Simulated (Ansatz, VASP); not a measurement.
One calculation of TiTe2, two programs

The input POSCAR:

```
TiTe2
1.0
    2.1831750000      3.7813660000      0.0000000000
   -2.1831750000      3.7813660000      0.0000000000
    0.0000000000      0.0000000000      4.6641160000
Ti Te
1 2
Direct
    0.0000000000      0.0000000000      0.0000000000
    0.3333000000      0.3334000000      0.5000000000
    0.6666000000      0.6667000000      0.5000000000
```

The input INCAR.step1:

```
  ALGO = Normal
  EDIFF = 1E-4
  ENCUT = 520
  GGA = PE
  GGA_COMPAT = False
  ISMEAR = -1
  LASPH = True
  LCHARG = False
  LMAXMIX = 4
  LNONCOLLINEAR = True
  LREAL = False
  LSORBIT = True
  LUSENCCL = False
  LWAVE = True
  MAGMOM = 0 0 0 0 0 0 0 0 0
  NBANDS = 37
  NELM = 150
  PREC = Accurate
  SIGMA = 0.1
```

INCAR.step2

```
  ALGO = Normal
  EDIFF = 1E-7
  ENCUT = 520
  GGA_COMPAT = False
  ISIF = 2
  ISMEAR = -1
  ISTART = 1
  LASPH = True
  LCHARG = False
  LMAXMIX = 4
  LMIXTAU = True
  LNONCOLLINEAR = True
  LORBIT = 11
  LORBMOM = True
  LREAL = False
  LSORBIT = True
  LUSENCCL = False
  LWAVE = False
  MAGMOM = 0 0 0 0 0 0 0 0 0
  METAGGA = R2SCAN
  NBANDS = 37
  NELM = 150
  PREC = Accurate
  SIGMA = 0.1
```

Contents of KPOINTS:

```
k-points
0
Gamma
  9 9 7
```

Input for Ansatz:

```yaml
crystal:
  lattice:
    - [2.183175, 3.781366, 0.0]
    - [-2.183175, 3.781366, 0.0]
    - [0.0, 0.0, 4.664116]
  atoms:
    - { symbol: Ti, position: [0.0, 0.0, 0.0] }
    - { symbol: Te, position: [0.3333, 0.3334, 0.5] }
    - { symbol: Te, position: [0.6666, 0.6667, 0.5] }
  symmetry: { tolerance: 0.0003 }
kpoints:
  mp_grid: { grid: [9, 9, 7], shift: [0, 0, 0] }
  band_path:
    path:
      - [0.0, 0.0, 0.0]
      - [0.49999993, -2.7e-07, 0.0]
      - [0.6666664, 0.33333293, 0.0]
      - [0.0, 0.0, 0.0]
      - [0.0, 0.0, 0.5]
      - [0.49999993, -2.7e-07, 0.5]
      - [0.6666664, 0.33333293, 0.5]
      - [0.0, 0.0, 0.5]
      - [0.49999993, -2.7e-07, 0.5]
      - [0.49999993, -2.7e-07, 0.0]
      - [0.6666664, 0.33333293, 0.5]
    npoints: 7
magnetization:
  noncollinear: true
  spin_orbit: true
scf:
  occupations: { method: fermi_dirac }
  lower_state_search: "off"
  max_iter: 200
hamiltonian:
  pseudopotentials: { kind: paw_fr }
  xc: r2scan
basis:
  ecutwfc: 500
  fft_grid_basis: typed
output:
  forces: true
  stress: true
  eigenvalues: true
  bader: true
  populations: true
  elf: true
  write_potential: true
  volumetric_format: npy
  dos:
    e_range: [-12, 8]
    de: 0.05
    projected: { site_lists: { Te: [Te], Ti: [Ti] } }
    method: { smearing: { sigma: 0.1, scheme: gaussian } }
  write_density: true
checkpoint:
  read: saved_state
```

Alike in both runs: task single point; functional r2SCAN; k mesh 9 × 9 × 7; non-collinear spin, spin-orbit coupling.

|  | VASP | Ansatz |
| --- | --- | --- |
| version | VASP 6.6.1 | Ansatz 0.2.0 |
| potentials or method | VASP PAW PBE potentials, release 64 (Ti_sv, Te), cutoff 520 eV | PAW plane waves |
| occupations | fermi-dirac, width 0.1 eV | fermi-dirac |
| valence electrons in the cell | 24 | 44 |

|  | VASP | Ansatz | Ansatz less VASP |
| --- | --- | --- | --- |
| pressure (GPa) | 23.1 | 22.8 | -0.30 |
| traceless stress, the component that is largest in VASP (GPa) | -34.58 | -34.36 | +0.217 |

VASP's potentials were made for PBE, not for r2SCAN. VASP's potentials hold 24 valence electrons a cell and Ansatz's 44, so a difference there can come from the potentials and not from the codes. Ansatz's warnings: structure snapped to symmetry.
